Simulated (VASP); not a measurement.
Set up this calculation in VASP 6.6.1, as the native input.

```
Task                   : single point
Functional             : PBE
Potentials or basis    : VASP PAW PBE potentials, release 64 (Ti_sv, B)
Cutoff                 : 520 eV
k mesh                 : 7 × 7 × 6
Occupations            : fermi-dirac, width 0.1 eV
Spin                   : no spin polarisation
Dipole correction      : no
Further INCAR settings : ALGO = Normal; EDIFF = 1e-06; NBANDS = 16
```

The structure of TiB2 lies in POSCAR:

```
TiB2
1.0
    3.0292000000      0.0000000000      0.0000000000
   -1.5146000000      2.6233641531      0.0000000000
    0.0000000000      0.0000000000      3.2284000000
Ti B
1 2
Direct
    0.0000000000      0.0000000000      0.0000000000
    0.3333333333      0.6666666667      0.5000000000
    0.6666666667      0.3333333333      0.5000000000
```

One way to write it, as run:

INCAR

```
SYSTEM = TiB2
ALGO = Normal
EDIFF = 1E-6
ENCUT = 520
GGA = PE
ISIF = 2
ISMEAR = -1
LASPH = .TRUE.
LCHARG = .TRUE.
LELF = .TRUE.
LREAL = .FALSE.
LVHAR = .TRUE.
LWAVE = .FALSE.
NBANDS = 16
NELM = 100
PREC = Accurate
SIGMA = 0.1
```

KPOINTS

```
k-points
0
G
  7 7 6
  0 0 0
```

Potentials or basis: VASP PAW PBE potentials, release 64 (Ti_sv, B).

Command:

```sh
$ cat potpaw_PBE.64/Ti_sv/POTCAR potpaw_PBE.64/B/POTCAR > POTCAR
$ mpirun -np 1 vasp_std > vasp.out
```

It gave:

```json
{
  "Pressure": "0.5 GPa",
  "Band gap on the k mesh": "zero (band 9 reaches 10.18 eV, above the bottom of band 10 at 9.82 eV)"
}
```

Run time: 6.8 s on 1 thread of Intel(R) Xeon(R) Platinum 8559C (Emerald Rapids) (shared host), peak memory 0.14 GiB.
